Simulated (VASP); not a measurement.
Input of a VASP 6.6.1 run:

The input INCAR:

```
PREC     = Accurate       # precision mode
ENCUT    = 600            # plane-wave cutoff, eV
EDIFF    = 1E-6           # SCF threshold, eV
ISMEAR   = 0              # smearing method
SIGMA    = 0.01           # smearing width, eV
LREAL    = False          # projectors in reciprocal space
LASPH    = True           # aspherical terms in the spheres
NELM     = 80             # most SCF steps
ALGO     = Normal         # electronic algorithm
ISIF     = 3              # what is computed and relaxed
LWAVE    = False          # write WAVECAR
LCHARG   = False          # write CHGCAR
GGA      = PS             # functional
IBRION   = 2              # ionic algorithm
NSW      = 100            # ionic steps
EDIFFG   = -0.05          # ionic threshold
```

File KPOINTS:

```
regular mesh
0
Gamma
  6 6 8
```

The input POSCAR:

```
TiO2
1.0
    4.5922000000      0.0000000000      0.0000000000
    0.0000000000      4.5922000000      0.0000000000
    0.0000000000      0.0000000000      2.9574000000
Ti O
2 4
Direct
    0.0000000000      0.0000000000      0.0000000000
    0.5000000000      0.5000000000      0.5000000000
    0.3049600000      0.3049600000      0.0000000000
    0.1950400000      0.8049600000      0.5000000000
    0.6950400000      0.6950400000      0.0000000000
    0.8049600000      0.1950400000      0.5000000000
```

Potentials or basis: VASP PAW PBE potentials, release 64 (Ti_sv, O).

The run is started by

```bash
$ cat potpaw_PBE.64/Ti_sv/POTCAR potpaw_PBE.64/O/POTCAR > POTCAR
$ mpirun -np 1 vasp_std > vasp.out
```

Question: Predict the relaxed cell.

Answer: a = 4.592 Å, b = 4.592 Å, c = 2.942 Å, α = 90.00°, β = 90.00°, γ = 90.00°.

Question: Estimate the band gap on the k mesh.

Answer: 1.83 eV.

Question: What does it give for the space group after relaxing (to 0.1 Å)?

Answer: P4_2/mnm (No. 136).

Question: Predict the relaxed volume.

Answer: 10.34 Å³/atom.

Final structure:
```
Ti O
1.0
     4.59241    0.00000    0.00000
     0.00000    4.59241    0.00000
     0.00000    0.00000    2.94172
Ti O
2 4
Direct
  0.00000 0.00000 0.00000
  0.50000 0.50000 0.50000
  0.30428 0.30428 0.00000
  0.19572 0.80428 0.50000
  0.69572 0.69572 0.00000
  0.80428 0.19572 0.50000
```

Caveat: the PAW data sets were made with another functional, which shifts forces and pressure a little. A k mesh can miss the band edges.
